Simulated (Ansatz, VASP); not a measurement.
One calculation of Ti, two programs

File INCAR:

```
PREC     = Accurate       # precision mode
ENCUT    = 520            # plane-wave cutoff, eV
EDIFF    = 1E-7           # SCF threshold, eV
ISMEAR   = 0              # smearing method
SIGMA    = 0.15           # smearing width, eV
LREAL    = F              # projectors in reciprocal space
LASPH    = T              # aspherical terms in the spheres
NELM     = 100            # most SCF steps
ALGO     = Fast           # electronic algorithm
ISIF     = 2              # what is computed and relaxed
LWAVE    = F              # write WAVECAR
LCHARG   = T              # write CHGCAR
GGA      = PS             # functional
LELF     = T              # ELF
LVHAR    = T            
NBANDS   = 12             # bands
```

KPOINTS

```
Automatic mesh
0
Gamma
  20 20 20
```

Contents of POSCAR:

```
Ti
1.0
   -1.7814949655      1.7814949655      1.3642078565
    1.7814949655     -1.7814949655      1.3642078565
    1.4284058733      1.4284058733     -1.3642078565
Ti
1
Direct
    0.0000000000      0.0000000000      0.0000000000
```

Input for Ansatz:

```yaml
crystal:
  lattice:
    - [-1.7814949655, 1.7814949655, 1.3642078565]
    - [1.7814949655, -1.7814949655, 1.3642078565]
    - [1.4284058733, 1.4284058733, -1.3642078565]
  atoms:
    - { symbol: Ti, position: [0.0, 0.0, 0.0] }
basis:
  ecutwfc: 520.0
kpoints:
  mp_grid: { grid: [20, 20, 20] }
hamiltonian:
  xc: pbesol
  pseudopotentials: { kind: paw, azcp: { folder: soft_1 } }
scf:
  occupations: { method: gaussian, width: 0.15 }
output:
  forces: true
  stress: true
  eigenvalues: true
  write_density: true
  write_potential: true
  elf: true
  volumetric_format: npy
```

Change from the starting cell: engineering shear strain xy -0.2200, normal strain along z -0.1500.

Alike in both runs: task single point; functional PBEsol; k mesh 20 × 20 × 20; occupations gaussian, width 0.15 eV; no spin polarisation.

|  | VASP | Ansatz |
| --- | --- | --- |
| version | VASP 6.6.1 | Ansatz 0.2.0 |
| potentials or method | VASP PAW PBE potentials, release 64 (Ti_sv), cutoff 520 eV | scalar-relativistic, plane waves, PAW |
| valence electrons in the cell | 12 | 12 |

```tsv
	VASP	Ansatz	Ansatz less VASP
gap on the k mesh at the Fermi level (eV)	none	none	-
pressure (GPa)	24.4	24.8	+0.36
traceless stress, the component that is largest in VASP (GPa)	12.18	12.01	-0.171
```

VASP's potentials were made for PBE, not for PBEsol, and Ansatz warns of the same on its side. A gap of «none» marks a metal or a gap that the smearing closes. With one functional, cell and mesh, what is left measures potentials, basis and numerics.
